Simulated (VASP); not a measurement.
# Ba16H (a cell with a defect) in VASP: further runs, part 3 of 4

VASP 6.6.1.

## (4) Single point, PBE

File INCAR:

```
SYSTEM = Ba16H
ALGO = Normal ; EDIFF = 1E-6
ENCUT = 520 ; GGA = PE
ISIF = 2 ; ISMEAR = -1
LASPH = .TRUE. ; LCHARG = .FALSE.
LREAL = Auto ; LWAVE = .FALSE.
NBANDS = 94 ; NELM = 100
PREC = Accurate ; SIGMA = 0.15
```

File KPOINTS:

```
k-points
0
G
  1 1 1
  0 0 0
```

File POSCAR:

```
Ba16H
1.0
   10.0400000000      0.0000000000      0.0000000000
    0.0000000000     10.0400000000      0.0000000000
    0.0000000000      0.0000000000     10.0400000000
Ba H
16 1
Direct
    0.0107370518      0.0012549801     -0.0086752988
    0.4877091633      0.0353187251      0.0116832669
    0.0008466135      0.5221115538      0.0029382470
    0.0120219124     -0.0082768924      0.5001294821
    0.2479482072      0.2562350598      0.2588645418
    0.5020019920      0.4998804781      0.0040239044
    0.5092231076      0.0168725100      0.5048406375
    0.7563545817      0.2435059761      0.2286354582
    0.0079083665      0.5035557769      0.5184362550
    0.2717529880      0.7667629482      0.2571314741
    0.2321115538      0.2485458167      0.7501494024
    0.4756374502      0.5008764940      0.5171513944
    0.7541035857      0.7588545817      0.2276294821
    0.7800996016      0.2279482072      0.7739940239
    0.2542430279      0.7662450199      0.7715936255
    0.7729681275      0.7533366534      0.7347609562
    0.6255577689      0.2585756972      0.0067828685
```

Potentials or basis: VASP PAW PBE potentials, release 64 (Ba_sv, H).

Launch:

```
> cat potpaw_PBE.64/Ba_sv/POTCAR potpaw_PBE.64/H/POTCAR > POTCAR
> mpirun -np 1 vasp_gam > vasp.out
```

OUTCAR:

```text
SYSTEM = Ba16H
   EDIFF = 1E-6
   ENCUT = 520
   GGA = PE
   ISIF = 2
   ISMEAR = -1
   LASPH = .TRUE.
   LREAL = Auto
   NELM = 100
   PREC = Accurate

 ion  position               nearest neighbor table
   1  0.011  0.001  0.991-  14 3.91  15 4.05  11 4.12   8 4.26  13 4.27  16 4.30   5 4.41  10 4.42

   2  0.488  0.035  0.012-  17 2.63   8 4.05   5 4.11  10 4.25  14 4.25  11 4.25  15 4.31  13 4.42
                             6 4.67
   3  0.001  0.522  0.003-  13 4.11  16 4.23  15 4.23  14 4.35   8 4.36  11 4.40   5 4.46  10 4.47

   4  0.012  0.992  0.500-  16 4.13  11 4.22  10 4.23  15 4.30   5 4.30  14 4.31  13 4.43   8 4.52

   5  0.248  0.256  0.259-   2 4.11  12 4.24   4 4.30   7 4.33   9 4.33   6 4.36   1 4.41   3 4.46

   6  0.502  0.500  0.004-  17 2.72  13 4.27   8 4.27  15 4.33  10 4.36   5 4.36  11 4.50  14 4.54
                            16 4.60   2 4.67
   7  0.509  0.017  0.505-  10 4.26   5 4.33   8 4.36  14 4.38  11 4.38  16 4.40  15 4.48  13 4.53

   8  0.756  0.244  0.229-  17 2.59   2 4.05   1 4.26   6 4.27   3 4.36   7 4.36   4 4.52  14 4.57
                             9 4.65
   9  0.008  0.504  0.518-  16 4.07  11 4.13   5 4.33  14 4.41  15 4.42  10 4.57  13 4.65   8 4.65
                            12 4.70
  10  0.272  0.767  0.257-   4 4.23   2 4.25  12 4.26   7 4.26   6 4.36   1 4.42   3 4.47   9 4.57

  11  0.232  0.249  0.750-   1 4.12   9 4.13   4 4.22  12 4.23   2 4.25   7 4.38   3 4.40   6 4.50
                            14 4.55
  12  0.476  0.501  0.517-  11 4.23   5 4.24  10 4.26  15 4.31  16 4.48   9 4.70
  13  0.754  0.759  0.228-   3 4.11   1 4.27   6 4.27   2 4.42   4 4.43   7 4.53   9 4.65
  14  0.780  0.228  0.774-   1 3.91   2 4.25   4 4.31   3 4.35   7 4.38   9 4.41   6 4.54  11 4.55
                             8 4.57
  15  0.254  0.766  0.772-   1 4.05   3 4.23   4 4.30  12 4.31   2 4.31   6 4.33   9 4.42   7 4.48

  16  0.773  0.753  0.735-   9 4.07   4 4.13   3 4.23   1 4.30   7 4.40  12 4.48   6 4.60
  17  0.626  0.259  0.007-   8 2.59   2 2.63   6 2.72

  LATTYP: Found a simple cubic cell.
 ALAT       =    10.0400000000

  Lattice vectors:

 A1 = (  10.0400000000,   0.0000000000,   0.0000000000)
 A2 = (   0.0000000000,  10.0400000000,   0.0000000000)
 A3 = (   0.0000000000,   0.0000000000,  10.0400000000)

Analysis of symmetry for initial positions (statically):
=====================================================================
 Subroutine PRICEL returns:
 Original cell was already a primitive cell.

 Routine SETGRP: Setting up the symmetry group for a
 simple cubic supercell.

 Subroutine GETGRP returns: Found  1 space group operations
 (whereof  1 operations were pure point group operations)
 out of a pool of 48 trial point group operations.

The static configuration has the point symmetry C_1 .

Analysis of symmetry for dynamics (positions and initial velocities):
=====================================================================
 Subroutine PRICEL returns:
 Original cell was already a primitive cell.

 Routine SETGRP: Setting up the symmetry group for a
 simple cubic supercell.

 Subroutine GETGRP returns: Found  1 space group operations
 (whereof  1 operations were pure point group operations)
 out of a pool of 48 trial point group operations.

The dynamic configuration has the point symmetry C_1 .

 Subroutine INISYM returns: Found  1 space group operations
 (whereof  1 operations are pure point group operations),
[... 80 lines left out ...]

 Following reciprocal coordinates:
            Coordinates               Weight
  0.000000  0.000000  0.000000      1.000000
   k-points           NKPTS =      1   k-points in BZ     NKDIM =      1   number of bands    NBANDS=     94
   number of dos      NEDOS =    301   number of ions     NIONS =     17
   total plane-waves  NPLWV = 512000
   dimension x,y,z NGX =    80 NGY =   80 NGZ =   80
   dimension x,y,z NGXF=   160 NGYF=  160 NGZF=  160
   ions per type =              16   1
   NGX,Y,Z   is equivalent  to a cutoff of  13.25, 13.25, 13.25 a.u.
   NGXF,Y,Z  is equivalent  to a cutoff of  26.49, 26.49, 26.49 a.u.
 SYSTEM =  Ba16H
   PREC   = accura    normal or accurate (medium, high low for compatibility)
   ISTART =      0    job   : 0-new  1-cont  2-samecut
   ICHARG =      2    charge: 1-file 2-atom 10-const
   ISPIN  =      1    spin polarized calculation?
   LNONCOLLINEAR =      F non collinear calculations
   LSORBIT =      F    spin-orbit coupling
   LASPH  =      T    aspherical Exc in radial PAW
   ENCUT  =  520.0 eV  38.22 Ry    6.18 a.u.  18.67 18.67 18.67*2*pi/ulx,y,z
   NELM   =    100;   NELMIN=  2; NELMDL= -5     # of ELM steps
   EDIFF  = 0.1E-05   stopping-criterion for ELM
   LREAL  =      T    real-space projection
   EDIFFG = 0.1E-04   stopping-criterion for IOM
   NSW    =      0    number of steps for IOM
   IBRION =     -1    ionic relax: 0-MD 1-quasi-New 2-CG
   NFREE  =      0    steps in history (QN), initial steepest desc. (CG)
   ISIF   =      2    stress and relaxation
   ISYM   =      2    0-nonsym 1-usesym 2-fastsym
   POTIM  = 0.5000    time-step for ionic-motion
   TEBEG  =    0.0;   TEEND  =   0.0 temperature during run
   PSTRESS=    0.0 pullay stress
   NELECT =     161.0000    total number of electrons
   NUPDOWN=      -1.0000    fix difference up-down
   EMIN   =  10.00;   EMAX   =-10.00  energy-range for DOS
   EFERMI =   0.00;   METHOD = LEGACY
   ISMEAR =    -1;   SIGMA  =   0.15  broadening in eV -4-tet -1-fermi 0-gaus
   EFERMI_NEDOS =   21; number of points for ismear=-14 and -15
   IALGO  =     38    algorithm
   IMIX   =      4    mixing-type and parameters
     AMIX     =   0.40;   BMIX     =  1.00
     AMIX_MAG =   1.60;   BMIX_MAG =  1.00
  volume/ion in A,a.u.               =      59.53       401.74
  Fermi-wavevector in a.u.,A,eV,Ry     =   0.887053  1.676288 10.705930  0.786864
  Thomas-Fermi vector in A             =   2.008301
   LORBIT       =      0    0 simple, 1 ext, 2 COOP (PROOUT), +10 PAW based schemes
   GGA     = PE    functional components
   LHFCALC =     F    Hartree Fock is set to
   AEXX    =    0.0000 exact exchange contribution
   IVDW    =     0    specifies the selected vdW correction
   LEPSILON=     F    determine dielectric tensor
   LRPA    =     F    only Hartree local field effects (RPA)
 non-spin polarized calculation
  energy-cutoff  :      520.00
  volume of cell :     1012.05
 maximum number of plane-waves:     13601
 NGX is ok and might be reduce to    80
   NGX = 37   NGY = 37   NGZ = 37

 number of electron     161.0000000 magnetization

 Free energy of the ion-electron system (eV)
  ---------------------------------------------------
  ext. energy  EPLUGINS =         0.00000000
  ---------------------------------------------------
  free energy    TOTEN  =       -38.33241159 eV

  energy without entropy =      -37.37646640  energy(sigma->0) =      -37.85443899

 E-fermi :   1.7464     XC(G=0):  -7.3993

 val. band max:        1.4717537612   @ k =   0.0000   0.0000   0.0000
 cond. band min:       2.0321747671   @ k =   0.0000   0.0000   0.0000
 fundamental gap:      0.5604210060
 Fermi energy:         1.7464198855

 k-point     1 :       0.0000    0.0000    0.0000
  band No.  band energies     occupation
      1     -27.3358      2.00000
      2     -27.2971      2.00000
      3     -27.2801      2.00000
      4     -27.2695      2.00000
      5     -27.2561      2.00000
      6     -27.2455      2.00000
[... 84 lines left out ...]
     91       2.3219      0.04222
     92       2.3488      0.03542
 [bands above 92 left out]

------------------------ aborting loop because EDIFF is reached ----------------------------------------

  FORCE on cell =-STRESS in cart. coord.  units (eV):
  Direction    XX          YY          ZZ          XY          YZ          ZX
  --------------------------------------------------------------------------------------
  -------------------------------------------------------------------------------------
  Total       -3.9118777     -5.2594694     -5.6674992     -0.2156165      0.0115523      0.0466957
  in kB       -6.1929092     -8.3262870     -8.9722407     -0.3413434      0.0182885      0.0739242
  external PRESSURE =      -7.8304789 kB  Pullay stress =       0.0000000 kB

 VOLUME and BASIS-vectors are now :
 -----------------------------------------------------------------------------
  energy-cutoff  :      520.00
  volume of cell :     1012.05
      direct lattice vectors                 reciprocal lattice vectors
    10.040000000  0.000000000  0.000000000     0.099601594  0.000000000  0.000000000
     0.000000000 10.040000000  0.000000000     0.000000000  0.099601594  0.000000000
     0.000000000  0.000000000 10.040000000     0.000000000  0.000000000  0.099601594

 POSITION                                       TOTAL-FORCE (eV/Angst)
 -----------------------------------------------------------------------------------
      0.10780      0.01260      9.95290         0.185041     -0.131099      0.390256
      4.89660      0.35460      0.11730         0.290275     -0.121323     -0.300299
      0.00850      5.24200      0.02950         0.313061     -0.245947      0.021239
      0.12070      9.95690      5.02130        -0.009166      0.132390     -0.109157
      2.48940      2.57260      2.59900        -0.240601      0.041757     -0.021597
      5.04010      5.01880      0.04040         0.040856     -0.310330     -0.163474
[... 9 lines left out ...]
      7.76060      7.56350      7.37700        -0.456644      0.104988      0.350735
      6.28060      2.59610      0.06810         0.048002      0.047216     -0.117428
 -----------------------------------------------------------------------------------
    total drift:                               -0.006729      0.000459      0.001183

  FREE ENERGIE OF THE ION-ELECTRON SYSTEM (eV)
  ---------------------------------------------------
  free  energy   TOTEN  =       -38.3324115871 eV

  energy  without entropy=      -37.3764663999  energy(sigma->0) =      -37.85443899
```

Wall time 2.7 min (1 thread of Intel Xeon Platinum 8559C (Emerald Rapids), shared host); peak memory 0.89 GiB.

What came out:

```yaml
Free_energy: -38.3324 eV
Pressure: -0.8 GPa
Largest_force: 0.717 eV/Å
```

Forces in eV/Å, atoms in the order of the input:
```
Ba   0.185 -0.131  0.390
Ba   0.290 -0.121 -0.300
Ba   0.313 -0.246  0.021
Ba  -0.009  0.132 -0.109
Ba  -0.241  0.042 -0.022
Ba   0.041 -0.310 -0.163
Ba  -0.047 -0.119  0.060
Ba   0.086  0.218  0.203
Ba  -0.005  0.071 -0.371
Ba  -0.335 -0.129 -0.051
Ba   0.181  0.067  0.160
Ba   0.565  0.009 -0.080
Ba  -0.080  0.050  0.412
Ba  -0.595  0.396 -0.060
Ba   0.059 -0.080 -0.323
Ba  -0.457  0.105  0.351
H    0.048  0.047 -0.117
```

Levels at points of the mesh, in eV from the Fermi level:
```tsv
k point	band 76	band 77	band 78	band 79	band 80	band 81	band 82	band 83	band 84	band 85
(0.00, 0.00, 0.00)	-0.95	-0.93	-0.71	-0.64	-0.27	0.29	0.33	0.38	0.39	0.42
```

Caveat: the k points lie up to 0.63 Å⁻¹ apart; spin-orbit coupling is left out, which moves the levels of the heavy elements.

[end of part 3 of 4]
